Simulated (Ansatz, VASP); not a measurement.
CuI in VASP and in Ansatz

```
Cu I
1.0
     3.66139    0.00000    0.00000
     0.00000    3.66139    0.00000
     0.00000    0.00000    3.66139
Cu I
1 1
Direct
  0.00000 0.00000 0.00000
  0.50000 0.50000 0.50000
```

Alike in both runs: task single point; functional PBE; k mesh 6 × 6 × 6; occupations fermi-dirac, width 0.5 eV; no spin polarisation.

|  | VASP | Ansatz |
| --- | --- | --- |
| version | VASP 6.6.1 | Ansatz 0.2.0 |
| potentials or method | VASP PAW PBE potentials, release 64 (Cu, I) | plane waves |
| plane-wave cutoff (eV) | 520 | 420 |
| valence electrons in the cell | 18 | 36 |

Ansatz gave:

* pressure (GPa): 0.0

Question: What did VASP give for the same quantities?

Answer: Pressure (GPa): -1.1.

The functional is the same, so the differences come from potentials, cutoffs and numerics. VASP's potentials hold 18 valence electrons a cell and Ansatz's 36, so a difference there can come from the potentials and not from the codes.

Neither program's run includes spin-orbit coupling.
